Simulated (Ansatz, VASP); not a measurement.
## HfC: VASP beside Ansatz

```
Hf C
1.0
     0.00000    2.39475    2.32500
     2.39475    0.00000    2.32500
     2.39475    2.39475    0.00000
Hf C
1 1
Cartesian
  2.3948 2.3948 2.3250
  0.0000 0.0000 0.0000
```

Change from the starting cell: equal xx and yy strain of +3 %, crystal datasets.

Alike in both runs: task electric field gradients; functional PBEsol; k mesh 15 × 15 × 15; occupations fermi-dirac, width 0.05 eV; no spin polarisation.

|  | VASP | Ansatz |
| --- | --- | --- |
| version | VASP 6.6.1 | Ansatz 0.2.0 |
| potentials or method | VASP PAW PBE potentials, release 64 (Hf_pv, C), cutoff 520 eV | all-electron PAW with datasets made for the crystal, scalar-relativistic |

Ansatz gave:

- pressure (GPa): -17.8
- traceless stress, the component that is largest in VASP (GPa): 5.95
- size of Vzz on the site where it differs most (V/Å²): 107.4

**Question.** What did VASP give for the same quantities?

**Answer.** Pressure (GPa): -18.4; traceless stress, the component that is largest in VASP (GPa): 6.03; size of Vzz on the site where it differs most (V/Å²): 89.7.

VASP's potentials were made for PBE, not for PBEsol. Ansatz ran all-electron here, and VASP with PAW potentials.

Neither program's run includes spin-orbit coupling.
